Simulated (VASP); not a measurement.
Wanted: the native input for a VASP 6.6.1 run.

| Item | Value |
| --- | --- |
| Task | relaxation of cell and atoms |
| Functional | r2SCAN |
| Potentials or basis | VASP PAW PBE potentials, release 64 (Cu, Pt) |
| Cutoff | 600 eV |
| k mesh | 4 × 4 × 4 |
| Occupations | gaussian, width 0.1 eV |
| Spin | no spin polarisation |
| Dipole correction | no |
| Further INCAR settings | ALGO = Normal; EDIFF = 1e-07; IBRION = 2; EDIFFG = -0.04; NSW = 90; ISIF = 3 |

Crystal: Cu2Pt.

```xyz
6
Lattice="0.0000 3.4517 3.4517 3.4517 0.0000 3.4517 3.4517 3.4517 0.0000" Properties=species:S:1:pos:R:3 pbc="T T T"
Cu    4.3146    4.3146    4.3146
Cu    4.3146    2.5887    2.5887
Cu    2.5887    2.5887    4.3146
Cu    2.5887    4.3146    2.5887
Pt    0.0000    0.0000    0.0000
Pt    1.7258    1.7258    1.7258
```

The input as run:

POSCAR

```
Cu2Pt
1.0
    0.0000000000      3.4516569955      3.4516569955
    3.4516569955      0.0000000000      3.4516569955
    3.4516569955      3.4516569955      0.0000000000
Cu Pt
4 2
Direct
    0.6250000000      0.6250000000      0.6250000000
    0.1250000000      0.6250000000      0.6250000000
    0.6250000000      0.6250000000      0.1250000000
    0.6250000000      0.1250000000      0.6250000000
    0.0000000000      0.0000000000      0.0000000000
    0.2500000000      0.2500000000      0.2500000000
```

INCAR.step1

```
ALGO = Normal
EDIFF = 1E-4
ENCUT = 600
GGA = PE
ISMEAR = 0
LASPH = T
LCHARG = F
LREAL = F
LWAVE = T
NELM = 60
PREC = Accurate
SIGMA = 0.1
```

INCAR.step2

```
ALGO = Normal
EDIFF = 1E-7
EDIFFG = -0.04
ENCUT = 600
IBRION = 2
ISIF = 3
ISMEAR = 0
ISTART = 1
LASPH = T
LCHARG = F
LMIXTAU = T
LREAL = F
LWAVE = F
METAGGA = R2SCAN
NELM = 60
NSW = 90
PREC = Accurate
SIGMA = 0.1
```

KPOINTS

```
k-points
0
Gamma
  4 4 4
```

Potentials or basis: VASP PAW PBE potentials, release 64 (Cu, Pt).

The run is started by

```bash
$ cat potpaw_PBE.64/Cu/POTCAR potpaw_PBE.64/Pt/POTCAR > POTCAR
$ cp INCAR.step1 INCAR
$ mpirun -np 1 vasp_std > vasp.out
$ cp INCAR.step2 INCAR
$ mpirun -np 1 vasp_std > vasp.out
```

Results of the run:

```
Relaxed volume                        : 12.65 Å³/atom
Relaxed cell                          : a = 4.752 Å, b = 4.752 Å, c = 4.752 Å, α = 60.00°, β = 60.00°, γ = 60.00°
Space group after relaxing (to 0.1 Å) : Fd-3m (No. 227)
Energy gained by relaxing             : 48.4 meV/atom
Ionic steps                           : 3
Pressure after relaxing               : -0.3 GPa
Band gap on the k mesh                : zero (bands 32 and 33 overlap by 1.16 eV)
```

Caveat: the k points lie up to 0.40 Å⁻¹ apart in the final cell, too coarse for converged energies and pressures of a metal; the PAW data sets were made with another functional, which shifts forces and pressure a little; spin-orbit coupling is left out, which moves the levels of the heavy elements.

Wall time 9.1 min on 1 thread of AMD EPYC 7R43 64-Core Processor (Zen 3) (shared host), peak memory 0.23 GiB.
